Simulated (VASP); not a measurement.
# KI (Pm-3m) in VASP: a series of runs, part 2 of 3

VASP 6.6.1. Earlier steps stand in the parts before.

## Step 3: Single point, PBEsol (strain -0.040 along x and y, -0.040 along z)

INCAR reads:

```
SYSTEM = KI
  ALGO = Normal
  EDIFF = 1E-7
  ENCUT = 520
  GGA = PS
  ISIF = 2
  ISMEAR = 0
  LASPH = .TRUE.
  LCHARG = .FALSE.
  LREAL = .FALSE.
  LWAVE = .FALSE.
  NBANDS = 15
  NELM = 80
  PREC = Accurate
  SIGMA = 0.05
```

KPOINTS reads:

```
k-points
0
G
  6 6 6
  0 0 0
```

POSCAR reads:

```
KI
1.0
    4.1195487936      0.0000000000      0.0000000000
    0.0000000000      4.1195487936      0.0000000000
    0.0000000000      0.0000000000      4.1195487936
K I
1 1
Direct
    0.0000000000      0.0000000000      0.0000000000
    0.5000000000      0.5000000000      0.5000000000
```

Potentials or basis: VASP PAW PBE potentials, release 64 (K_sv, I).

Launch:

```bash
cat potpaw_PBE.64/K_sv/POTCAR potpaw_PBE.64/I/POTCAR > POTCAR
mpirun -np 1 vasp_std > vasp.out
```

OUTCAR:

```text
SYSTEM = KI
   EDIFF = 1E-7
   ENCUT = 520
   GGA = PS
   ISIF = 2
   ISMEAR = 0
   LASPH = .TRUE.
   LREAL = .FALSE.
   NELM = 80
   PREC = Accurate

 ion  position               nearest neighbor table
   1  0.000  0.000  0.000-   2 3.57   2 3.57   2 3.57   2 3.57   2 3.57   2 3.57   2 3.57   2 3.57

   2  0.500  0.500  0.500-   1 3.57   1 3.57   1 3.57   1 3.57   1 3.57   1 3.57   1 3.57   1 3.57

  LATTYP: Found a simple cubic cell.
 ALAT       =     4.1195487936

  Lattice vectors:

 A1 = (   4.1195487936,   0.0000000000,   0.0000000000)
 A2 = (   0.0000000000,   4.1195487936,   0.0000000000)
 A3 = (   0.0000000000,   0.0000000000,   4.1195487936)

Analysis of symmetry for initial positions (statically):
=====================================================================
 Subroutine PRICEL returns:
 Original cell was already a primitive cell.

 Routine SETGRP: Setting up the symmetry group for a
 simple cubic supercell.

 Subroutine GETGRP returns: Found 48 space group operations
[... 9 lines left out ...]

 Routine SETGRP: Setting up the symmetry group for a
 simple cubic supercell.

 Subroutine GETGRP returns: Found 48 space group operations
[... 11 lines left out ...]
                                     Primitive cell

  volume of cell :      69.9116

  direct lattice vectors                    reciprocal lattice vectors
     4.119548794  0.000000000  0.000000000     0.242745031  0.000000000  0.000000000
     0.000000000  4.119548794  0.000000000     0.000000000  0.242745031  0.000000000
     0.000000000  0.000000000  4.119548794     0.000000000  0.000000000  0.242745031

  length of vectors
     4.119548794  4.119548794  4.119548794     0.242745031  0.242745031  0.242745031

  position of ions in fractional coordinates (direct lattice)
     0.000000000  0.000000000  0.000000000
     0.500000000  0.500000000  0.500000000

  ion indices of the primitive-cell ions
   primitive index   ion index
                 1           1
                 2           2

----------------------------------------------------------------------------------------

 KPOINTS: k-points

Automatic generation of k-mesh.
 Grid dimensions read from file:
 generate k-points for:    6    6    6

 Generating k-lattice:

  Cartesian coordinates                     Fractional coordinates (reciprocal lattice)
     0.040457505  0.000000000  0.000000000     0.166666667  0.000000000  0.000000000
     0.000000000  0.040457505  0.000000000     0.000000000  0.166666667  0.000000000
     0.000000000  0.000000000  0.040457505     0.000000000  0.000000000  0.166666667

  Length of vectors
     0.040457505  0.040457505  0.040457505

  Shift w.r.t. Gamma in fractional coordinates (k-lattice)
     0.000000000  0.000000000  0.000000000

 Subroutine IBZKPT returns following result:
 ===========================================

 Found     20 irreducible k-points:

 Following reciprocal coordinates:
            Coordinates               Weight
  0.000000  0.000000  0.000000      1.000000
  0.166667  0.000000  0.000000      6.000000
  0.333333  0.000000  0.000000      6.000000
  0.500000  0.000000  0.000000      3.000000
  0.166667  0.166667  0.000000     12.000000
  0.333333  0.166667  0.000000     24.000000
[... 12 lines left out ...]
  0.500000  0.500000  0.333333      6.000000
  0.500000  0.500000  0.500000      1.000000
   k-points           NKPTS =     20   k-points in BZ     NKDIM =     20   number of bands    NBANDS=     15
   number of dos      NEDOS =    301   number of ions     NIONS =      2
   total plane-waves  NPLWV =  32768
   dimension x,y,z NGX =    32 NGY =   32 NGZ =   32
   dimension x,y,z NGXF=    64 NGYF=   64 NGZF=   64
   ions per type =               1   1
   NGX,Y,Z   is equivalent  to a cutoff of  12.91, 12.91, 12.91 a.u.
   NGXF,Y,Z  is equivalent  to a cutoff of  25.83, 25.83, 25.83 a.u.
 SYSTEM =  KI
   PREC   = accura    normal or accurate (medium, high low for compatibility)
   ISTART =      0    job   : 0-new  1-cont  2-samecut
   ICHARG =      2    charge: 1-file 2-atom 10-const
   ISPIN  =      1    spin polarized calculation?
   LNONCOLLINEAR =      F non collinear calculations
   LSORBIT =      F    spin-orbit coupling
   LASPH  =      T    aspherical Exc in radial PAW
   ENCUT  =  520.0 eV  38.22 Ry    6.18 a.u.   7.66  7.66  7.66*2*pi/ulx,y,z
   NELM   =     80;   NELMIN=  2; NELMDL= -5     # of ELM steps
   EDIFF  = 0.1E-06   stopping-criterion for ELM
   LREAL  =      F    real-space projection
   EDIFFG = 0.1E-05   stopping-criterion for IOM
   NSW    =      0    number of steps for IOM
   IBRION =     -1    ionic relax: 0-MD 1-quasi-New 2-CG
   NFREE  =      0    steps in history (QN), initial steepest desc. (CG)
   ISIF   =      2    stress and relaxation
   ISYM   =      2    0-nonsym 1-usesym 2-fastsym
   POTIM  = 0.5000    time-step for ionic-motion
   TEBEG  =    0.0;   TEEND  =   0.0 temperature during run
   PSTRESS=    0.0 pullay stress
   NELECT =      16.0000    total number of electrons
   NUPDOWN=      -1.0000    fix difference up-down
   EMIN   =  10.00;   EMAX   =-10.00  energy-range for DOS
   EFERMI =   0.00;   METHOD = LEGACY
   ISMEAR =     0;   SIGMA  =   0.05  broadening in eV -4-tet -1-fermi 0-gaus
   EFERMI_NEDOS =   21; number of points for ismear=-14 and -15
   IALGO  =     38    algorithm
   IMIX   =      4    mixing-type and parameters
     AMIX     =   0.40;   BMIX     =  1.00
     AMIX_MAG =   1.60;   BMIX_MAG =  1.00
  volume/ion in A,a.u.               =      34.96       235.89
  Fermi-wavevector in a.u.,A,eV,Ry     =   1.001379  1.892332 13.643378  1.002760
  Thomas-Fermi vector in A             =   2.133797
   LORBIT       =      0    0 simple, 1 ext, 2 COOP (PROOUT), +10 PAW based schemes
   GGA     = PS    functional components
   LHFCALC =     F    Hartree Fock is set to
   AEXX    =    0.0000 exact exchange contribution
   IVDW    =     0    specifies the selected vdW correction
   LEPSILON=     F    determine dielectric tensor
   LRPA    =     F    only Hartree local field effects (RPA)
 non-spin polarized calculation
 Gauss-broadening in eV      SIGMA  =   0.05
  energy-cutoff  :      520.00
  volume of cell :       69.91
 maximum number of plane-waves:      1924
 NGX is ok and might be reduce to    32
   NGX = 15   NGY = 15   NGZ = 15

 number of electron      16.0000002 magnetization

 Free energy of the ion-electron system (eV)
  ---------------------------------------------------
  ext. energy  EPLUGINS =         0.00000000
  ---------------------------------------------------
  free energy    TOTEN  =        -5.70281219 eV

  energy without entropy =       -5.70281219  energy(sigma->0) =       -5.70281219

 E-fermi :   1.9878     XC(G=0):  -8.3963

 val. band max:        1.6498258376   @ k =   0.5000   0.5000   0.0000
 cond. band min:       5.1591954527   @ k =   0.0000   0.0000   0.0000
 fundamental gap:      3.5093696151
 Fermi energy:         1.9878116307

 k-point     1 :       0.0000    0.0000    0.0000
  band No.  band energies     occupation
      1     -27.4630      2.00000
      2     -10.9837      2.00000
      3     -10.9837      2.00000
      4     -10.9837      2.00000
      5      -9.9117      2.00000
      6       1.2091      2.00000
      7       1.2091      2.00000
      8       1.2091      2.00000
      9       5.1592      0.00000
     10       6.0159      0.00000
     11       6.0159      0.00000
     12      10.1461      0.00000
     13      10.1461      0.00000
     14      10.1461      0.00000
     15      12.4128      0.00000
[... 325 lines left out ...]
 k-point    20 :       0.5000    0.5000    0.5000
  band No.  band energies     occupation
      1     -27.4380      2.00000
      2     -11.0843      2.00000
      3     -11.0843      2.00000
      4     -11.0843      2.00000
      5      -9.1783      2.00000
      6      -0.4400      2.00000
      7      -0.4400      2.00000
      8      -0.4400      2.00000
      9       7.2149      0.00000
     10       7.2149      0.00000
     11       7.2149      0.00000
     12      10.9271      0.00000
     13      10.9271      0.00000
     14      10.9271      0.00000
     15      11.4240      0.00000

------------------------ aborting loop because EDIFF is reached ----------------------------------------

  FORCE on cell =-STRESS in cart. coord.  units (eV):
  Direction    XX          YY          ZZ          XY          YZ          ZX
  --------------------------------------------------------------------------------------
  -------------------------------------------------------------------------------------
  Total        0.6347490      0.6347490      0.6347490     -0.0000000      0.0000000     -0.0000000
  in kB       14.5466713     14.5466713     14.5466713     -0.0000000      0.0000000     -0.0000000
  external PRESSURE =      14.5466713 kB  Pullay stress =       0.0000000 kB

 VOLUME and BASIS-vectors are now :
 -----------------------------------------------------------------------------
  energy-cutoff  :      520.00
  volume of cell :       69.91
      direct lattice vectors                 reciprocal lattice vectors
     4.119548794  0.000000000  0.000000000     0.242745031  0.000000000  0.000000000
     0.000000000  4.119548794  0.000000000     0.000000000  0.242745031  0.000000000
     0.000000000  0.000000000  4.119548794     0.000000000  0.000000000  0.242745031

 POSITION                                       TOTAL-FORCE (eV/Angst)
 -----------------------------------------------------------------------------------
      0.00000      0.00000      0.00000         0.000000      0.000000      0.000000
      2.05977      2.05977      2.05977         0.000000      0.000000      0.000000
 -----------------------------------------------------------------------------------
    total drift:                                0.000000      0.000000     -0.000000

  FREE ENERGIE OF THE ION-ELECTRON SYSTEM (eV)
  ---------------------------------------------------
  free  energy   TOTEN  =        -5.7028121870 eV

  energy  without entropy=       -5.7028121870  energy(sigma->0) =       -5.70281219
```

OSZICAR:

```text
N       E                     dE             d eps       ncg     rms          rms(c)
DAV:   1     0.930585100643E+02    0.93059E+02   -0.67850E+03   600   0.937E+02
DAV:   2    -0.651439751858E+00   -0.93710E+02   -0.87465E+02   789   0.229E+02
DAV:   3    -0.561502799068E+01   -0.49636E+01   -0.49440E+01   833   0.445E+01
DAV:   4    -0.579632463757E+01   -0.18130E+00   -0.18126E+00   923   0.782E+00
DAV:   5    -0.579755779083E+01   -0.12332E-02   -0.12331E-02   860   0.699E-01    0.331E+00
DAV:   6    -0.571900470347E+01    0.78553E-01   -0.51919E-02   754   0.203E+00    0.240E+00
DAV:   7    -0.570160603970E+01    0.17399E-01   -0.77475E-02   768   0.198E+00    0.845E-01
DAV:   8    -0.570275596028E+01   -0.11499E-02   -0.14883E-02   671   0.976E-01    0.238E-01
DAV:   9    -0.570273512468E+01    0.20836E-04   -0.42029E-04   892   0.154E-01    0.101E-01
DAV:  10    -0.570281114320E+01   -0.76019E-04   -0.13326E-04   714   0.847E-02    0.276E-02
DAV:  11    -0.570281108395E+01    0.59243E-07   -0.41334E-06   847   0.123E-02    0.121E-02
DAV:  12    -0.570281144014E+01   -0.35619E-06   -0.20725E-06   712   0.101E-02    0.155E-02
DAV:  13    -0.570281217424E+01   -0.73409E-06   -0.26322E-07   831   0.479E-03    0.231E-03
DAV:  14    -0.570281218702E+01   -0.12783E-07   -0.21435E-08   511   0.931E-04
   1 F= -.57028122E+01 E0= -.57028122E+01  d E =-.560422E-23
```

stdout:

```text
POSCAR found type information on POSCAR K I
 POSCAR found :  2 types and       2 ions
 scaLAPACK will be used
 -----------------------------------------------------------------------------
|                                                                             |
|                                                                             |
|     You enforced a specific xc type in the INCAR file but a different       |
|     I HOPE YOU KNOW WHAT YOU ARE DOING!                                     |
|                                                                             |
 -----------------------------------------------------------------------------

 LDA part: xc-table for (Slater+PW92), standard interpolation
 POSCAR, INCAR and KPOINTS ok, starting setup
 FFT: planning ... GRIDC
 FFT: planning ... GRID_SOFT
 FFT: planning ... GRID
 WAVECAR not read
 entering main loop
```

It took 19 s on 1 thread of AMD EPYC 9R45 (Zen 5), shared host; peak memory 0.15 GiB.

Results:

| Item | Value |
| --- | --- |
| Free energy | -5.7028 eV |
| Pressure | 1.5 GPa |
| Band gap on the k mesh | 3.51 eV, indirect (least direct gap 3.65 eV) |

Caveat: the cell differs from its parent crystal (strain -0.040 along x and y, -0.040 along z); the PAW data sets were made with another functional, which shifts forces and pressure a little; spin-orbit coupling is left out, which moves the levels of the heavy elements.

[end of part 2 of 3]
